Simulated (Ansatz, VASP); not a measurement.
# One calculation of Cd2SO, two programs

INCAR

```
SYSTEM = Cd2SO
  ALGO = Normal
  EDIFF = 1E-6
  ENCUT = 520
  GGA = PE
  ISIF = 2
  ISMEAR = -1
  LASPH = .True.
  LCHARG = .True.
  LELF = .True.
  LREAL = .False.
  LVHAR = .True.
  LWAVE = .False.
  NBANDS = 26
  NELM = 80
  PREC = Accurate
  SIGMA = 0.02
```

The input KPOINTS:

```
k-points
0
Gamma
  6 6 6
  0 0 0
```

File POSCAR:

```
Cd2SO
1.0
    3.9189704526      0.0000000000      0.0000000000
    0.0000000000      3.9189704526      0.0000000000
    0.0000000000      0.0000000000      5.2880412584
O Cd S
1 2 1
Direct
    0.0000000000      0.0000000000      0.0000000000
    0.0000000000      0.5000000000      0.7968472731
    0.5000000000      0.0000000000      0.2031527269
    0.5000000000      0.5000000000      0.5000000000
```

Input for Ansatz:

```yaml
crystal:
  lattice:
    - [3.9189704526, 0.0, 0.0]
    - [0.0, 3.9189704526, 0.0]
    - [0.0, 0.0, 5.2880412584]
  atoms:
    - { symbol: O, position: [0.0, 0.0, 0.0] }
    - { symbol: Cd, position: [0.0, 0.5, 0.7968472731] }
    - { symbol: S, position: [0.5, 0.5, 0.5] }
    - { symbol: Cd, position: [0.5, 0.0, 0.2031527269] }
kpoints:
  mp_grid: { grid: [6, 6, 6] }
  band_path:
    path:
      - [0.0, 0.0, 0.0]
      - [0.0, 0.5, 0.0]
      - [0.5, 0.5, 0.0]
      - [0.0, 0.0, 0.5]
      - [0.0, 0.5, 0.5]
      - [0.5, 0.5, 0.5]
    npoints: 1
hamiltonian:
  xc: pbe
scf:
  occupations: { method: fermi_dirac, width: 0.02 }
  n_extra_bands: 5
output:
  forces: true
  stress: true
  eigenvalues: true
```

Alike in both runs: task single point; functional PBE; k mesh 6 × 6 × 6; occupations fermi-dirac, width 0.02 eV; no spin polarisation.

|  | VASP | Ansatz |
| --- | --- | --- |
| version | VASP 6.6.1 | Ansatz 0.2.0 |
| potentials or method | VASP PAW PBE potentials, release 64 (O, Cd, S) | plane waves, PAW |
| plane-wave cutoff (eV) | 520 | 420 |
| valence electrons in the cell | 36 | 52 |

```csv
,VASP,Ansatz,Ansatz less VASP
pressure (GPa),3.0,2.3,-0.68
rms of the force components (eV/Å),0.060,0.048,-0.0123
```

VASP's potentials hold 36 valence electrons a cell and Ansatz's 52, so a difference there can come from the potentials and not from the codes.
